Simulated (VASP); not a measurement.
# Ga in VASP: notebook

Ga is run at these levels: LDA; tasks: electric field gradients.

Everything below comes from runs of VASP 6.6.1. Logs are shortened: lines on timing, memory, paths and dates and some standing lists are left out, and cuts for length are marked.

## 1. The cell of the first run

The typed cell holds 2 atoms: a = 4.330 Å, b = 4.302 Å, c = 3.170 Å, α = 90.73°, β = 89.65°, γ = 140.74°.

## 2. Electric field gradients, LDA (equal xy, yz and zx shear strains of -1 %)

Contents of INCAR:

```
PREC     = Accurate       # precision mode
ENCUT    = 520            # plane-wave cutoff, eV
EDIFF    = 1E-8           # SCF threshold, eV
ISMEAR   = -1             # smearing method
SIGMA    = 0.08           # smearing width, eV
LREAL    = False          # projectors in reciprocal space
LASPH    = True           # aspherical terms in the spheres
NELM     = 80             # most SCF steps
ALGO     = Normal         # electronic algorithm
ISIF     = 2              # what is computed and relaxed
LWAVE    = False          # write WAVECAR
LCHARG   = False          # write CHGCAR
GGA      = CA             # functional
LEFG     = True         
NBANDS   = 20             # bands
```

Contents of KPOINTS:

```
regular mesh
0
Gamma
  12 12 10
```

Contents of POSCAR:

```
Ga
1.0
    1.4703250000     -4.0722500000      0.0130750000
    1.4296750000      4.0577500000     -0.0275750000
   -0.0158500000     -0.0158500000      3.1700000000
Ga
2
Direct
    0.8670000000      0.1330000000      0.2500000000
    0.1330000000      0.8670000000      0.7500000000
```

Potentials or basis: VASP PAW LDA potentials, release 64 (Ga_d).

Run with:

```console
cat potpaw_LDA.64/Ga_d/POTCAR > POTCAR
mpirun -np 1 vasp_std > vasp.out
```

OUTCAR:

```text
PREC = Accurate
   ENCUT = 520
   EDIFF = 1E-8
   ISMEAR = -1
   LREAL = False
   LASPH = True
   NELM = 80
   ISIF = 2
   GGA = CA

 ion  position               nearest neighbor table
   1  0.867  0.133  0.250-   2 2.67   2 2.69   2 2.84   2 2.88   2 2.88   2 2.88
   2  0.133  0.867  0.750-   1 2.67   1 2.69   1 2.84   1 2.88   1 2.88   1 2.88

  LATTYP: Found a triclinic cell.
 ALAT       =     2.9000724991
 B/A-ratio  =     2.0631953510
 C/A-ratio  =     1.0931034483
 COS(alpha) =     0.0004751139
 COS(beta)  =     0.0099745013
 COS(gamma) =     0.7338042413

  Lattice vectors:

 A1 = (   2.9000000000,  -0.0145000000,  -0.0145000000)
 A2 = (   4.3703250000,  -4.0867500000,  -0.0014250000)
 A3 = (   0.0158500000,   0.0158500000,  -3.1700000000)

Analysis of symmetry for initial positions (statically):
=====================================================================
 Subroutine PRICEL returns:
 Original cell was already a primitive cell.

 Routine SETGRP: Setting up the symmetry group for a
 triclinic supercell.

 Subroutine GETGRP returns: Found  2 space group operations
 (whereof  2 operations were pure point group operations)
 out of a pool of  2 trial point group operations.

The static configuration has the point symmetry S_2 .

Analysis of symmetry for dynamics (positions and initial velocities):
=====================================================================
 Subroutine PRICEL returns:
 Original cell was already a primitive cell.

 Routine SETGRP: Setting up the symmetry group for a
 triclinic supercell.

 Subroutine GETGRP returns: Found  2 space group operations
 (whereof  2 operations were pure point group operations)
 out of a pool of  2 trial point group operations.

The dynamic configuration has the point symmetry S_2 .

 Subroutine INISYM returns: Found  2 space group operations
 (whereof  2 operations are pure point group operations),
 and found     1 'primitive' translations

----------------------------------------------------------------------------------------

                                     Primitive cell

  volume of cell :      37.3667

  direct lattice vectors                    reciprocal lattice vectors
     1.470325000 -4.072250000  0.013075000     0.344226787 -0.121274522  0.001114761
     1.429675000  4.057750000 -0.027575000     0.345463043  0.124740300  0.002351017
    -0.015850000 -0.015850000  3.170000000     0.001585293  0.001585293  0.315473266

  length of vectors
     4.329578112  4.302332629  3.170079249     0.364966894  0.367301489  0.315481232

  position of ions in fractional coordinates (direct lattice)
     0.867000000  0.133000000  0.250000000
     0.133000000  0.867000000  0.750000000

  ion indices of the primitive-cell ions
   primitive index   ion index
                 1           1
                 2           2

----------------------------------------------------------------------------------------

 KPOINTS: regular mesh

Automatic generation of k-mesh.
 Grid dimensions read from file:
 generate k-points for:   12   12   10

 Generating k-lattice:

  Cartesian coordinates                     Fractional coordinates (reciprocal lattice)
     0.028685566 -0.010106210  0.000092897     0.083333333 -0.000000000 -0.000000000
     0.028788587  0.010395025  0.000195918     0.000000000  0.083333333  0.000000000
     0.000158529  0.000158529  0.031547327     0.000000000  0.000000000  0.100000000

  Length of vectors
     0.030413908  0.030608457  0.031548123

  Shift w.r.t. Gamma in fractional coordinates (k-lattice)
     0.000000000  0.000000000  0.000000000

 Subroutine IBZKPT returns following result:
 ===========================================

 Found    724 irreducible k-points:

 Following reciprocal coordinates:
            Coordinates               Weight
  0.000000  0.000000  0.000000      1.000000
  0.083333 -0.000000 -0.000000      2.000000
  0.166667 -0.000000 -0.000000      2.000000
  0.250000  0.000000 -0.000000      2.000000
  0.333333  0.000000  0.000000      2.000000
  0.416667  0.000000  0.000000      2.000000
[... 16 lines left out ...]
  0.250000  0.166667  0.000000      2.000000
  0.333333  0.166667  0.000000      2.000000
 [... further k-points ...]
   k-points           NKPTS =    724   k-points in BZ     NKDIM =    724   number of bands    NBANDS=     20
   number of dos      NEDOS =    301   number of ions     NIONS =      2
   total plane-waves  NPLWV =  24576
   dimension x,y,z NGX =    32 NGY =   32 NGZ =   24
   dimension x,y,z NGXF=    64 NGYF=   64 NGZF=   48
   ions per type =               2
   NGX,Y,Z   is equivalent  to a cutoff of  12.29, 12.37, 12.59 a.u.
   NGXF,Y,Z  is equivalent  to a cutoff of  24.57, 24.73, 25.17 a.u.
 SYSTEM =  unknown system
   PREC   = accura    normal or accurate (medium, high low for compatibility)
   ISTART =      0    job   : 0-new  1-cont  2-samecut
   ICHARG =      2    charge: 1-file 2-atom 10-const
   ISPIN  =      1    spin polarized calculation?
   LNONCOLLINEAR =      F non collinear calculations
   LSORBIT =      F    spin-orbit coupling
   LASPH  =      T    aspherical Exc in radial PAW
   ENCUT  =  520.0 eV  38.22 Ry    6.18 a.u.   8.05  8.00  5.89*2*pi/ulx,y,z
   NELM   =     80;   NELMIN=  2; NELMDL= -5     # of ELM steps
   EDIFF  = 0.1E-07   stopping-criterion for ELM
   LREAL  =      F    real-space projection
   EDIFFG = 0.1E-06   stopping-criterion for IOM
   NSW    =      0    number of steps for IOM
   IBRION =     -1    ionic relax: 0-MD 1-quasi-New 2-CG
   NFREE  =      0    steps in history (QN), initial steepest desc. (CG)
   ISIF   =      2    stress and relaxation
   ISYM   =      2    0-nonsym 1-usesym 2-fastsym
   POTIM  = 0.5000    time-step for ionic-motion
   TEBEG  =    0.0;   TEEND  =   0.0 temperature during run
   PSTRESS=    0.0 pullay stress
   NELECT =      26.0000    total number of electrons
   NUPDOWN=      -1.0000    fix difference up-down
   EMIN   =  10.00;   EMAX   =-10.00  energy-range for DOS
   EFERMI =   0.00;   METHOD = LEGACY
   ISMEAR =    -1;   SIGMA  =   0.08  broadening in eV -4-tet -1-fermi 0-gaus
   EFERMI_NEDOS =   21; number of points for ismear=-14 and -15
   IALGO  =     38    algorithm
   IMIX   =      4    mixing-type and parameters
     AMIX     =   0.40;   BMIX     =  1.00
     AMIX_MAG =   1.60;   BMIX_MAG =  1.00
  volume/ion in A,a.u.               =      18.68       126.08
  Fermi-wavevector in a.u.,A,eV,Ry     =   1.450678  2.741383 28.632991  2.104465
  Thomas-Fermi vector in A             =   2.568262
   LORBIT       =      0    0 simple, 1 ext, 2 COOP (PROOUT), +10 PAW based schemes
   GGA     = CA    functional components
   LHFCALC =     F    Hartree Fock is set to
   AEXX    =    0.0000 exact exchange contribution
   IVDW    =     0    specifies the selected vdW correction
   LEPSILON=     F    determine dielectric tensor
   LRPA    =     F    only Hartree local field effects (RPA)
 non-spin polarized calculation
  energy-cutoff  :      520.00
  volume of cell :       37.37
 maximum number of plane-waves:      1026
   NGX = 17   NGY = 15   NGZ = 11

 number of electron      26.0000002 magnetization

 Free energy of the ion-electron system (eV)
  ---------------------------------------------------
  ext. energy  EPLUGINS =         0.00000000
  ---------------------------------------------------
  free energy    TOTEN  =        -7.10866607 eV

  energy without entropy =       -7.09124705  energy(sigma->0) =       -7.09995656

 E-fermi :   5.3968     XC(G=0): -11.3317

 val. band max:        5.3950765136   @ k =   0.0833   0.3333   0.2000
 cond. band min:       5.4002965945   @ k =  -0.3333  -0.3333   0.4000
 fundamental gap:      0.0052200809
 Fermi energy:         5.3968397687

 k-point     1 :       0.0000    0.0000    0.0000
  band No.  band energies     occupation
      1      -9.8801      2.00000
      2      -9.8581      2.00000
      3      -9.7877      2.00000
      4      -9.7722      2.00000
      5      -9.5829      2.00000
      6      -9.5671      2.00000
[... 12 lines left out ...]
     19      16.5185      0.00000
     20      17.2117      0.00000
[... 507 lines left out ...]
 k-point    24 :       0.3333    0.1667    0.0000
  band No.  band energies     occupation
      1      -9.8105      2.00000
      2      -9.7971      2.00000
      3      -9.7613      2.00000
      4      -9.6743      2.00000
      5      -9.6520      2.00000
      6      -9.5979      2.00000
[... 12 lines left out ...]
     19      16.2905      0.00000
     20      17.6375      0.00000

 [... further k-points ...]

------------------------ aborting loop because EDIFF is reached ----------------------------------------

  FORCE on cell =-STRESS in cart. coord.  units (eV):
  Direction    XX          YY          ZZ          XY          YZ          ZX
  --------------------------------------------------------------------------------------
  -------------------------------------------------------------------------------------
  Total       -1.3509957     -0.6944073     -0.5705600      0.0014333      0.0820020     -0.0219850
  in kB      -57.9267851    -29.7741749    -24.4639614      0.0614578      3.5160079     -0.9426515
  external PRESSURE =     -37.3883071 kB  Pullay stress =       0.0000000 kB

 VOLUME and BASIS-vectors are now :
 -----------------------------------------------------------------------------
  energy-cutoff  :      520.00
  volume of cell :       37.37
      direct lattice vectors                 reciprocal lattice vectors
     1.470325000 -4.072250000  0.013075000     0.344226787 -0.121274522  0.001114761
     1.429675000  4.057750000 -0.027575000     0.345463043  0.124740300  0.002351017
    -0.015850000 -0.015850000  3.170000000     0.001585293  0.001585293  0.315473266

 POSITION                                       TOTAL-FORCE (eV/Angst)
 -----------------------------------------------------------------------------------
      1.46096     -2.99492      0.80017        -0.004608      0.181010      0.007282
      1.42319      2.96457      2.35533         0.004608     -0.181010     -0.007282
 -----------------------------------------------------------------------------------
    total drift:                                0.000000      0.000000     -0.000000

  FREE ENERGIE OF THE ION-ELECTRON SYSTEM (eV)
  ---------------------------------------------------
  free  energy   TOTEN  =        -7.1086660732 eV

  energy  without entropy=       -7.0912470459  energy(sigma->0) =       -7.09995656

 Electric field gradients (V/A^2)
---------------------------------------------------------------------
 ion       V_xx      V_yy      V_zz      V_xy      V_xz      V_yz
---------------------------------------------------------------------
   1      10.677   -27.482    16.806    -0.861    -0.810    -2.760
   2      10.677   -27.482    16.806    -0.861    -0.810    -2.760
---------------------------------------------------------------------

 Electric field gradients after diagonalization (V/A^2)
 (convention: |V_zz| > |V_xx| > |V_yy|)
----------------------------------------------------------------------
 ion       V_xx      V_yy      V_zz     asymmetry (V_yy - V_xx)/ V_zz
----------------------------------------------------------------------
   1      17.067    10.609   -27.675       0.233
   2      17.067    10.609   -27.675       0.233
----------------------------------------------------------------------

           NMR quadrupolar parameters

 Cq : quadrupolar parameter    Cq=e*Q*V_zz/h
 eta: asymmetry parameters     (V_yy - V_xx)/ V_zz
 Q  : nuclear electric quadrupole moment in mb (millibarn)
----------------------------------------------------------------------
 ion       Cq(MHz)       eta       Q (mb)
----------------------------------------------------------------------
   1      -0.067       0.233       1.000
   2      -0.067       0.233       1.000
----------------------------------------------------------------------
```

It took 8.4 min on 1 thread of Intel Xeon 8259CL, shared host; peak memory 0.49 GiB.

What came out:

- Free energy: -7.1087 eV
- Pressure: -3.7 GPa
- Largest force: 0.181 eV/Å
- Band gap on the k mesh: zero (bands 13 and 14 overlap by 9.27 eV)
- Largest electric field gradient by atom: Ga -27.7 V/Å²

Forces on the atoms (eV/Å):
```
Ga  -0.005  0.181  0.007
Ga   0.005 -0.181 -0.007
```

Stress tensor (GPa, compression positive):
```
-5.79  0.01 -0.09
 0.01 -2.98  0.35
-0.09  0.35 -2.45
```

Electric field gradients, principal values (V/Å²):
| atom | least | middle | greatest (by size) |
| --- | --- | --- | --- |
| 1 Ga | 10.609 | 17.067 | -27.675 |
| 2 Ga | 10.609 | 17.067 | -27.675 |

Caveat: the cell differs from its parent crystal (equal xy, yz and zx shear strains of -1 %); the cell stands under tension; without QUAD_EFG the Cq values of the log hold for a quadrupole moment of 1 mb, not for the nuclei.

## 3. Electric field gradients, LDA (equal xy, yz and zx shear strains of +1 %)

Contents of INCAR:

```
SYSTEM = Ga
PREC = Accurate
ENCUT = 520
EDIFF = 1E-8
ISMEAR = -1
SIGMA = 0.08
LREAL = .FALSE.
LASPH = .TRUE.
NELM = 60
ALGO = Normal
ISIF = 2
LWAVE = .FALSE.
LCHARG = .FALSE.
LEFG = .TRUE.
NBANDS = 20
```

Contents of KPOINTS:

```
Automatic mesh
0
G
  12 12 10
  0 0 0
```

Contents of POSCAR:

```
Ga
1.0
    1.4296750000     -4.0577500000     -0.0130750000
    1.4703250000      4.0722500000      0.0275750000
    0.0158500000      0.0158500000      3.1700000000
Ga
2
Direct
    0.8670000000      0.1330000000      0.2500000000
    0.1330000000      0.8670000000      0.7500000000
```

Potentials or basis: VASP PAW LDA potentials, release 64 (Ga_d).

Run with:

```console
cat potpaw_LDA.64/Ga_d/POTCAR > POTCAR
mpirun -np 1 vasp_std > vasp.out
```

OUTCAR:

```text
SYSTEM = Ga
   PREC = Accurate
   ENCUT = 520
   EDIFF = 1E-8
   ISMEAR = -1
   LREAL = .FALSE.
   LASPH = .TRUE.
   NELM = 60
   ISIF = 2

 ion  position               nearest neighbor table
   1  0.867  0.133  0.250-   2 2.67   2 2.69   2 2.86   2 2.86   2 2.86   2 2.90
   2  0.133  0.867  0.750-   1 2.67   1 2.69   1 2.86   1 2.86   1 2.86   1 2.90

  LATTYP: Found a triclinic cell.
 ALAT       =     4.3296461805
 B/A-ratio  =     0.6698174350
 C/A-ratio  =     0.7321797479
 COS(alpha) =     0.0100244988
 COS(beta)  =     0.0127692866
 COS(gamma) =     0.3443207120

[... 768 lines left out ...]
  free  energy   TOTEN  =        -7.1086685144 eV

  energy  without entropy=       -7.0912428154  energy(sigma->0) =       -7.09995566

 Electric field gradients (V/A^2)
---------------------------------------------------------------------
 ion       V_xx      V_yy      V_zz      V_xy      V_xz      V_yz
---------------------------------------------------------------------
   1      10.755   -27.532    16.777     0.746     0.686     2.700
   2      10.755   -27.532    16.777     0.746     0.686     2.700
---------------------------------------------------------------------

 Electric field gradients after diagonalization (V/A^2)
 (convention: |V_zz| > |V_xx| > |V_yy|)
----------------------------------------------------------------------
 ion       V_xx      V_yy      V_zz     asymmetry (V_yy - V_xx)/ V_zz
----------------------------------------------------------------------
   1      17.026    10.682   -27.709       0.229
   2      17.026    10.682   -27.709       0.229
----------------------------------------------------------------------

           NMR quadrupolar parameters

 Cq : quadrupolar parameter    Cq=e*Q*V_zz/h
 eta: asymmetry parameters     (V_yy - V_xx)/ V_zz
 Q  : nuclear electric quadrupole moment in mb (millibarn)
----------------------------------------------------------------------
 ion       Cq(MHz)       eta       Q (mb)
----------------------------------------------------------------------
   1      -0.067       0.229       1.000
   2      -0.067       0.229       1.000
----------------------------------------------------------------------
```

OSZICAR:

```text
N       E                     dE             d eps       ncg     rms          rms(c)
DAV:   1     0.131781119882E+03    0.13178E+03   -0.13251E+04 30328   0.245E+03
DAV:   2     0.454277572112E+01   -0.12724E+03   -0.12414E+03 29836   0.387E+02
DAV:   3    -0.700509949632E+01   -0.11548E+02   -0.11486E+02 32680   0.953E+01
DAV:   4    -0.718236172057E+01   -0.17726E+00   -0.17716E+00 32988   0.130E+01
DAV:   5    -0.718530120693E+01   -0.29395E-02   -0.29394E-02 32880   0.166E+00    0.140E+00
DAV:   6    -0.712457367934E+01    0.60728E-01   -0.10225E-01 39744   0.522E+00    0.692E-01
DAV:   7    -0.711023476299E+01    0.14339E-01   -0.17666E-02 41740   0.174E+00    0.190E-01
DAV:   8    -0.710866212685E+01    0.15726E-02   -0.24372E-03 32228   0.679E-01    0.166E-02
DAV:   9    -0.710866896603E+01   -0.68392E-05   -0.86175E-05 32948   0.988E-02    0.583E-03
DAV:  10    -0.710866853344E+01    0.43259E-06   -0.58832E-06 33916   0.306E-02    0.132E-03
DAV:  11    -0.710866852016E+01    0.13276E-07   -0.42282E-07 33832   0.786E-03    0.485E-04
DAV:  12    -0.710866851441E+01    0.57516E-08   -0.54597E-08 33580   0.309E-03
   1 F= -.71086685E+01 E0= -.70999557E+01  d E =-.174257E-01
```

stdout:

```text
POSCAR found type information on POSCAR Ga
 POSCAR found :  1 types and       2 ions
 scaLAPACK will be used
 LDA part: xc-table for (Slater(with rela. corr.)+CA(PZ))
 , standard interpolation
 POSCAR, INCAR and KPOINTS ok, starting setup
 FFT: planning ... GRIDC
 FFT: planning ... GRID_SOFT
 FFT: planning ... GRID
 WAVECAR not read
 entering main loop
ion   1
     0.0000481     0.0002482    -0.0149642    -0.0026943     0.0017475    -0.0855714
     0.0000628     0.0002482    -0.0149642    -0.0026943     0.0017475    -0.0855714
     0.0000820     0.0002482    -0.0149642    -0.0026943     0.0017475    -0.0855714
     0.0001070     0.0002482    -0.0149642    -0.0026943     0.0017475    -0.0855714

     0.0000481    -0.6959100    -2.5234836   -13.4483191    -0.6352197   -17.8430253
     0.0000628    -0.6958973    -2.5234430   -13.4480852    -0.6352081   -17.8427358
     0.0000820    -0.6958780    -2.5233817   -13.4477313    -0.6351904   -17.8422983
     0.0001070    -0.6958490    -2.5232897   -13.4471987    -0.6351638   -17.8416412

ion   2
     0.0000481     0.0002482    -0.0149642    -0.0026943     0.0017475    -0.0855714
     0.0000628     0.0002482    -0.0149642    -0.0026943     0.0017475    -0.0855714
     0.0000820     0.0002482    -0.0149642    -0.0026943     0.0017475    -0.0855714
     0.0001070     0.0002482    -0.0149642    -0.0026943     0.0017475    -0.0855714

     0.0000481    -0.6959100    -2.5234836   -13.4483191    -0.6352197   -17.8430253
     0.0000628    -0.6958973    -2.5234430   -13.4480852    -0.6352081   -17.8427358
     0.0000820    -0.6958780    -2.5233817   -13.4477313    -0.6351904   -17.8422983
     0.0001070    -0.6958490    -2.5232897   -13.4471987    -0.6351638   -17.8416412
```

It took 2.7 min on 1 thread of Intel Xeon 6975P-C (Granite Rapids), shared host; peak memory 0.49 GiB.

Results:

```yaml
Free_energy: -7.1087 eV
Pressure: -3.7 GPa
Largest_force: 0.180 eV/Å
Band_gap_on_the_k_mesh: zero (bands 13 and 14 overlap by 9.27 eV)
Largest_electric_field_gradient_by_atom: Ga -27.7 V/Å²
```

Forces in eV/Å, atoms in the order of the input:
```
Ga   0.004  0.180 -0.009
Ga  -0.004 -0.180  0.009
```

Stress tensor (GPa, compression positive):
```
-5.81  0.00  0.09
 0.00 -2.97 -0.35
 0.09 -0.35 -2.45
```

Electric field gradients, principal values (V/Å²):
```
atom   least  middle  greatest (by size)
1 Ga  10.682  17.026             -27.709
2 Ga  10.682  17.026             -27.709
```

Caveat: the cell differs from its parent crystal (equal xy, yz and zx shear strains of +1 %); the cell stands under tension; without QUAD_EFG the Cq values of the log hold for a quadrupole moment of 1 mb, not for the nuclei.

(Part 1 of 2 ends here.)
